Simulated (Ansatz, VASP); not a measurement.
**C: VASP beside Ansatz**

```
C
1.0
     0.00000   -1.78012   -1.78012
    -1.78012    0.00000   -1.78012
     1.78012    1.78012   -3.56023
C
4
Direct
  0.74163 0.76080 0.75000
  0.25837 0.23920 0.25000
  0.36663 0.38580 0.87500
  0.88337 0.86420 0.37500
```

Change from the starting cell: mode 4 frozen in at -0.025 Å and mode 9 at +0.000 Å (largest displacements).

Alike in both runs: task single point; functional r2SCAN; k mesh 12 × 12 × 10; occupations gaussian, width 0.05 eV; no spin polarisation.

|  | VASP | Ansatz |
| --- | --- | --- |
| version | VASP 6.6.1 | Ansatz 0.2.0 |
| potentials or method | VASP PAW PBE potentials, release 64 (C), cutoff 520 eV | scalar-relativistic, plane waves, PAW |
| valence electrons in the cell | 16 | 16 |

|  | VASP | Ansatz | Ansatz less VASP |
| --- | --- | --- | --- |
| gap on the k mesh at the Fermi level (eV) | 4.37 | 4.40 | +0.030 |
| least direct gap on the mesh (eV) | 5.84 | 5.88 | +0.045 |
| pressure (GPa) | 1.1 | 0.0 | -1.10 |
| traceless stress, the component that is largest in VASP (GPa) | 0.14 | 0.14 | +0.001 |
| rms of the force components (eV/Å) | 0.197 | 0.198 | +0.0010 |

VASP's potentials were made for PBE, not for r2SCAN. Atom by atom the forces differ by 0.001 eV/Å (rms over components). The functional is the same, so the differences come from potentials, cutoffs and numerics.
